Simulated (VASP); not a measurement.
# In (Pm-3m) in VASP: notebook, part 2 of 2

VASP 6.6.1.

### 3 Relaxation of cell and atoms, PBEsol, target pressure 10 GPa, at which the enthalpy is minimised

Input file INCAR:

```
  ALGO = Normal
  EDIFF = 1E-6
  EDIFFG = -0.03
  ENCUT = 600
  GGA = PS
  IBRION = 2
  ISIF = 3
  ISMEAR = 0
  LASPH = True
  LCHARG = False
  LREAL = False
  LWAVE = False
  NELM = 60
  NSW = 80
  PREC = Accurate
  PSTRESS = 100.0
  SIGMA = 0.1
```

Input file KPOINTS:

```
k-points
0
Gamma
  13 13 13
```

Input file POSCAR:

```
In
1.0
    3.0600000000      0.0000000000      0.0000000000
    0.0000000000      3.0600000000      0.0000000000
    0.0000000000      0.0000000000      3.0600000000
In
1
Direct
    0.0000000000      0.0000000000      0.0000000000
```

Potentials or basis: VASP PAW PBE potentials, release 64 (In_d).

Launch:

```bash
cat potpaw_PBE.64/In_d/POTCAR > POTCAR
mpirun -np 1 vasp_std > vasp.out
```

OUTCAR:

```text
EDIFF = 1E-6
   EDIFFG = -0.03
   ENCUT = 600
   GGA = PS
   IBRION = 2
   ISIF = 3
   ISMEAR = 0
   LASPH = True
   LREAL = False
   NELM = 60
   NSW = 80
   PREC = Accurate
   PSTRESS = 100.0

 ion  position               nearest neighbor table
   1  0.000  0.000  0.000-

  LATTYP: Found a simple cubic cell.
 ALAT       =     3.0600000000

  Lattice vectors:

 A1 = (   3.0600000000,   0.0000000000,   0.0000000000)
 A2 = (   0.0000000000,   3.0600000000,   0.0000000000)
 A3 = (   0.0000000000,   0.0000000000,   3.0600000000)

Analysis of symmetry for initial positions (statically):
=====================================================================
 Subroutine PRICEL returns:
 Original cell was already a primitive cell.

 Routine SETGRP: Setting up the symmetry group for a
[... 155 lines left out ...]
   NGX = 13   NGY = 13   NGZ = 13

--------------------------------------- Ionic step        1  -------------------------------------------

 number of electron      12.9999991 magnetization

 Free energy of the ion-electron system (eV)
  ---------------------------------------------------
  ext. energy  EPLUGINS =         0.00000000
  ---------------------------------------------------
  free energy    TOTEN  =        -2.87061922 eV

  energy without entropy =       -2.86559969  energy(sigma->0) =       -2.86810946

 E-fermi :   6.1987     XC(G=0):  -9.9068

 val. band max:        6.1737707897   @ k =   0.3846   0.3846   0.0000
 cond. band min:       6.2168022455   @ k =   0.3077   0.0769   0.0000
 fundamental gap:      0.0430314558
 Fermi energy:         6.1987125083
[... 706 lines left out ...]
--------------------------------------- Ionic step        3  -------------------------------------------

 number of electron      13.0000005 magnetization

 Free energy of the ion-electron system (eV)
  ---------------------------------------------------
  ext. energy  EPLUGINS =         0.00000000
  ---------------------------------------------------
  free energy    TOTEN  =        -2.77293963 eV

  energy without entropy =       -2.77033931  energy(sigma->0) =       -2.77163947

 E-fermi :   8.5542     XC(G=0): -10.9114

 val. band max:        8.5017413361   @ k =   0.3846   0.3846   0.0769
 cond. band min:       8.5956678856   @ k =   0.3846   0.3077   0.1538
 fundamental gap:      0.0939265495
 Fermi energy:         8.5542497168
[... 344 lines left out ...]
  energy  without entropy=       -2.7703393103  energy(sigma->0) =       -2.77163947

  enthalpy is  TOTEN    =        -1.3224937442 eV   P V=        1.4504458832

 reached required accuracy - stopping structural energy minimisation
```

OSZICAR:

```text
N       E                     dE             d eps       ncg     rms          rms(c)
DAV:   1     0.746124011971E+02    0.74612E+02   -0.70896E+03  1682   0.174E+03
DAV:   2     0.255682453715E-01   -0.74587E+02   -0.73466E+02  1702   0.299E+02
DAV:   3    -0.284422828229E+01   -0.28698E+01   -0.28589E+01  2000   0.674E+01
DAV:   4    -0.290755461137E+01   -0.63326E-01   -0.63295E-01  2128   0.101E+01
[... 24 lines left out ...]
DAV:   5    -0.277295744493E+01    0.32067E-02   -0.31146E-03  1834   0.454E-01    0.163E-01
DAV:   6    -0.277295017931E+01    0.72656E-05   -0.36972E-04  2554   0.344E-01    0.536E-02
DAV:   7    -0.277294090426E+01    0.92751E-05   -0.53871E-05  1842   0.145E-01    0.729E-03
DAV:   8    -0.277293959230E+01    0.13120E-05   -0.15833E-06  1918   0.157E-02    0.581E-03
DAV:   9    -0.277293962737E+01   -0.35069E-07   -0.93497E-08   960   0.536E-03
   3 F= -.13224937E+01 E0= -.13211936E+01  d E =-.240229E+00
```

CONTCAR:

```text
In
   1.00000000000000
     2.8536718907307388   -0.0000000000000000   -0.0000000000000000
     0.0000000000000000    2.8536718907307388   -0.0000000000000000
     0.0000000000000000    0.0000000000000000    2.8536718907307388
  In
     1
Direct
     0.0000000000000000    0.0000000000000000    0.0000000000000000

  0.00000000E+00  0.00000000E+00  0.00000000E+00
```

It took 50 s on 1 thread of AMD EPYC 9R45 (Zen 5), shared host; peak memory 0.13 GiB.

What came out:

| Item | Value |
| --- | --- |
| Free energy | -2.7729 eV |
| Relaxed volume | 23.24 Å³/atom |
| Relaxed cell | a = 2.854 Å, b = 2.854 Å, c = 2.854 Å, α = 90.00°, β = 90.00°, γ = 90.00° |
| Space group after relaxing (to 0.05 Å) | Pm-3m (No. 221) |
| Energy change on relaxing (the enthalpy is what falls) | +97.7 meV/atom |
| Ionic steps | 3 |
| Pressure after relaxing | 9.8 GPa |

Step by step:
```tsv
step	energy change (eV)	largest force (eV/Å)	pressure (GPa)	volume (Å³)
1	0.0000	0.0000	-1.70	28.65
2	0.3293	0.0000	22.14	20.82
3	0.0977	0.0000	9.82	23.24
```

Final structure:
```
CELL_PARAMETERS angstrom
2.85367 0.00000 0.00000
0.00000 2.85367 0.00000
0.00000 0.00000 2.85367
ATOMIC_POSITIONS crystal
In 0.00000 0.00000 0.00000
```

Caveat: the cell is relaxed towards a set pressure, so the enthalpy falls and the energy may rise; the volume moved by over 15 % at a fixed basis, so the end points are rough; the PAW data sets were made with another functional, which shifts forces and pressure a little; spin-orbit coupling is left out, which moves the levels of the heavy elements.

### 4 Relaxation of cell and atoms, PBEsol, target pressure 20 GPa, at which the enthalpy is minimised

Input file INCAR:

```
SYSTEM = In
ALGO = Normal
EDIFF = 1E-7
EDIFFG = -0.03
ENCUT = 600
GGA = PS
IBRION = 2
ISIF = 3
ISMEAR = 0
LASPH = .True.
LCHARG = .False.
LREAL = .False.
LWAVE = .False.
NELM = 100
NSW = 80
PREC = Accurate
PSTRESS = 200.0
SIGMA = 0.1
```

Input file KPOINTS:

```
k-points
0
Gamma
  13 13 13
  0 0 0
```

POSCAR is that of step 3.

Launch:

```bash
cat potpaw_PBE.64/In_d/POTCAR > POTCAR
mpirun -np 1 vasp_std > vasp.out
```

Wall time 88 s (1 thread of AMD EPYC 9R45 (Zen 5), shared host); peak memory 0.14 GiB.

Results (log left out):

| Quantity | Value |
| --- | --- |
| Free energy | -2.5839 eV |
| Relaxed volume | 21.14 Å³/atom |
| Relaxed cell | a = 2.765 Å, b = 2.765 Å, c = 2.765 Å, α = 90.00°, β = 90.00°, γ = 90.00° |
| Space group after relaxing (to 0.05 Å) | Pm-3m (No. 221) |
| Energy change on relaxing (the enthalpy is what falls) | +286.7 meV/atom |
| Ionic steps | 5 |
| Pressure after relaxing | 20.0 GPa |

The path:
```
step  energy change (eV)  largest force (eV/Å)  pressure (GPa)  volume (Å³)
   1              0.0000                0.0000           -1.71        28.65
   2              2.1322                0.0000          103.24        15.38
   3              0.2331                0.0000           17.28        21.61
   4              0.2674                0.0000           19.04        21.30
   5              0.2867                0.0000           20.00        21.14
```

Final structure:
```yaml
crystal:
  lattice:
    - [2.76524, 0.00000, 0.00000]
    - [0.00000, 2.76524, 0.00000]
    - [0.00000, 0.00000, 2.76524]
  atoms:
    - { symbol: In, position: [0.00000, 0.00000, 0.00000] }
```

Levels at points of the mesh, in eV from the Fermi level:
```csv
k point,band 2,band 3,band 4,band 5,band 6,band 7,band 8,band 9,band 10
"(0.00, 0.00, 0.00)",-15.71,-14.24,-14.24,-14.24,-11.12,8.81,8.81,8.81,12.67
```

Caveat: the cell is relaxed towards a set pressure, so the enthalpy falls and the energy may rise; the volume moved by over 15 % at a fixed basis, so the end points are rough; the PAW data sets were made with another functional, which shifts forces and pressure a little; spin-orbit coupling is left out, which moves the levels of the heavy elements.

### 5 Relaxation of cell and atoms, PBEsol, target pressure 30 GPa, at which the enthalpy is minimised

Input file INCAR:

```
PREC = Accurate ; ENCUT = 600
EDIFF = 1E-7 ; ISMEAR = 0
SIGMA = 0.1 ; LREAL = F
LASPH = T ; NELM = 80
ALGO = Normal ; ISIF = 3
LWAVE = F ; LCHARG = F
GGA = PS ; IBRION = 2
NSW = 80 ; EDIFFG = -0.03
PSTRESS = 300.0
```

Input file KPOINTS:

```
Automatic mesh
0
Gamma
  13 13 13
```

POSCAR is that of step 4.

Launch:

```bash
cat potpaw_PBE.64/In_d/POTCAR > POTCAR
mpirun -np 1 vasp_std > vasp.out
```

Wall time 70 s (1 thread of AMD EPYC 9R45 (Zen 5), shared host); peak memory 0.13 GiB.

It converged, with:

```yaml
Free_energy: -2.3704 eV
Relaxed_volume: 19.77 Å³/atom
Relaxed_cell: a = 2.704 Å, b = 2.704 Å, c = 2.704 Å, α = 90.00°, β = 90.00°, γ = 90.00°
Space_group_after_relaxing_to_0.05_Å: Pm-3m (No. 221)
Energy_change_on_relaxing_the_enthalpy_is_what_falls: +500.3 meV/atom
Ionic_steps: 5
Pressure_after_relaxing: 30.2 GPa
```

Step by step:
```tsv
step	energy change (eV)	largest force (eV/Å)	pressure (GPa)	volume (Å³)
1	0.0000	0.0000	-1.71	28.65
2	7.9053	0.0000	384.88	10.98
3	0.3087	0.0000	21.09	20.97
4	0.3881	0.0000	24.94	20.42
5	0.5003	0.0000	30.23	19.77
```

Final structure:
```cif
data_structure
_symmetry_space_group_name_H-M 'P 1'
_symmetry_Int_Tables_number 1
_cell_length_a 2.7038
_cell_length_b 2.7038
_cell_length_c 2.7038
_cell_angle_alpha 90.000
_cell_angle_beta 90.000
_cell_angle_gamma 90.000
_cell_volume 19.77
loop_
_atom_site_label
_atom_site_type_symbol
_atom_site_fract_x
_atom_site_fract_y
_atom_site_fract_z
_atom_site_occupancy
In1 In 0.00000 0.00000 0.00000 1
```

Levels at points of the mesh, in eV from the Fermi level:
| k point | band 3 | band 4 | band 5 | band 6 | band 7 | band 8 | band 9 | band 10 |
| --- | --- | --- | --- | --- | --- | --- | --- | --- |
| (0.00, 0.00, 0.00) | -14.30 | -14.30 | -14.30 | -11.70 | 9.15 | 9.15 | 13.23 | 13.23 |

Caveat: the cell is relaxed towards a set pressure, so the enthalpy falls and the energy may rise; the volume moved by over 15 % at a fixed basis, so the end points are rough; the PAW data sets were made with another functional, which shifts forces and pressure a little; spin-orbit coupling is left out, which moves the levels of the heavy elements.

### 6 Summary

```tsv
cell	gap on the mesh (eV)	pressure (GPa)
relaxed	none	-0.1
relaxed to 10 GPa	none	9.8
relaxed to 20 GPa	none	20.0
relaxed to 30 GPa	none	30.2
```

Alike in all rows: task relaxation of cell and atoms; level PBEsol; potentials or basis VASP PAW PBE potentials, release 64 (In_d); no spin polarisation; k mesh 13 × 13 × 13; cutoff (eV) 600; smearing gaussian 0.1 eV.

Caveats: the PAW data sets were made with another functional, which shifts forces and pressure a little; spin-orbit coupling is left out, which moves the levels of the heavy elements; the cell is relaxed towards a set pressure, so the enthalpy falls and the energy may rise (some runs); the volume moved by over 15 % at a fixed basis, so the end points are rough (some runs).

Absolute energies hang on the potentials; compare differences alone.
